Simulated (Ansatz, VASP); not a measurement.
**Two plane-wave programs on Li4BrF3**

```
Li Br F
1.0
     3.61602    0.00000    0.00000
     0.00000    7.25044    0.00000
     0.00000    0.00000    5.07134
Li Br F
4 1 3
Direct
  0.00000 0.23831 0.00823
  0.50000 0.00000 0.50446
  0.00000 0.76168 0.00823
  0.50000 0.50000 0.47792
  0.00000 0.50000 0.75290
  0.50000 0.24318 0.25009
  0.00000 0.00000 0.74809
  0.50000 0.75682 0.25009
```

Change from the starting cell: species swapped into the Cd4TeSe3 type (Pmm2, No. 25).

Alike in both runs: task relaxation of cell and atoms; functional PBE; k mesh 3 × 2 × 3; occupations gaussian, width 0.15 eV; no spin polarisation.

|  | VASP | Ansatz |
| --- | --- | --- |
| version | VASP 6.6.1 | Ansatz 0.2.0 |
| potentials or method | VASP PAW PBE potentials, release 64 (Li_sv, Br, F), cutoff 600 eV | scalar-relativistic, plane waves, PAW |
| valence electrons in the cell | 40 | 40 |

VASP gave:

| Item | Value |
| --- | --- |
| gap on the k mesh at the Fermi level, each at its own relaxed structure (eV) | 4.81 |
| relaxed volume (Å³/atom) | 12.79 |
| relaxed length of the cell vector where the two differ most in proportion (Å) | 7.161 |

Task: What did Ansatz give for the same quantities?

Result: gap on the k mesh at the Fermi level, each at its own relaxed structure (eV): 4.77; relaxed volume (Å³/atom): 13.08; relaxed length of the cell vector where the two differ most in proportion (Å): 7.266.

The k mesh is coarse, so the values compare programs but aren't converged. Noted on VASP's run: the cutoff is under 1.25 times that of the potentials, so the pressure is a little rough; the volume moved by over 15 % at a fixed basis, so the end points are rough.
